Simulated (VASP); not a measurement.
Here is a VASP 6.6.1 calculation.

Contents of INCAR:

```
SYSTEM = RbCl
ALGO = Normal
EDIFF = 1E-6
ENCUT = 500
GGA = PS
GGA_COMPAT = .FALSE.
ISIF = 2
ISMEAR = 0
LASPH = .TRUE.
LCHARG = .FALSE.
LREAL = .FALSE.
LWAVE = .FALSE.
NBANDS = 15
NELM = 120
PREC = Accurate
SIGMA = 0.01
```

File KPOINTS:

```
k-points
0
G
  6 6 6
  0 0 0
```

Contents of POSCAR:

```
RbCl
1.0
    0.0000000000      3.2701473197      3.2701473197
    3.2701473197      0.0000000000      3.2701473197
    3.2701473197      3.2701473197      0.0000000000
Rb Cl
1 1
Direct
    0.0000000000      0.0000000000      0.0000000000
    0.5000000000      0.5000000000      0.5000000000
```

Potentials or basis: VASP PAW PBE potentials, release 64 (Rb_sv, Cl).

Launch:

```sh
$ cat potpaw_PBE.64/Rb_sv/POTCAR potpaw_PBE.64/Cl/POTCAR > POTCAR
$ mpirun -np 1 vasp_std > vasp.out
```

Question: What does it give for the pressure?

Answer: 0.0 GPa.

Question: Estimate the band gap on the k mesh.

Answer: 4.90 eV.

Caveat: the PAW data sets were made with another functional, which shifts forces and pressure a little.
